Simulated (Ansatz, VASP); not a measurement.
# Two plane-wave programs on Ga

```xyz
2
Lattice="-2.0063 2.0063 1.0493 2.0063 -2.0063 1.0493 2.0063 2.0063 -1.0493" Properties=species:S:1:pos:R:3 pbc="T T T"
Ga    0.0000   -1.0032   -0.2623
Ga    0.0000    1.0032    0.2623
```

Change from the starting cell: volume scaled by 0.43, PAW files.

Alike in both runs: task single point; functional PBE; k mesh 17 × 17 × 17; occupations fermi-dirac, width 0.08 eV; no spin polarisation.

|  | VASP | Ansatz |
| --- | --- | --- |
| version | VASP 6.6.1 | Ansatz 0.2.0 |
| potentials or method | VASP PAW PBE potentials, release 64 (Ga_d) | PAW with Ansatz's default frozen-core files, scalar-relativistic |
| plane-wave cutoff (eV) | 520 | 420 |
| valence electrons in the cell | 26 | 26 |

|  | VASP | Ansatz | Ansatz less VASP |
| --- | --- | --- | --- |
| pressure (GPa) | 317.6 | 313.8 | -3.80 |
| traceless stress, the component that is largest in VASP (GPa) | -0.19 | 0.00 | +0.190 |

Both programs put the cell under a high pressure, so it lies far from rest at this level.

Noted on VASP's run: the cell as given lies far from equilibrium.
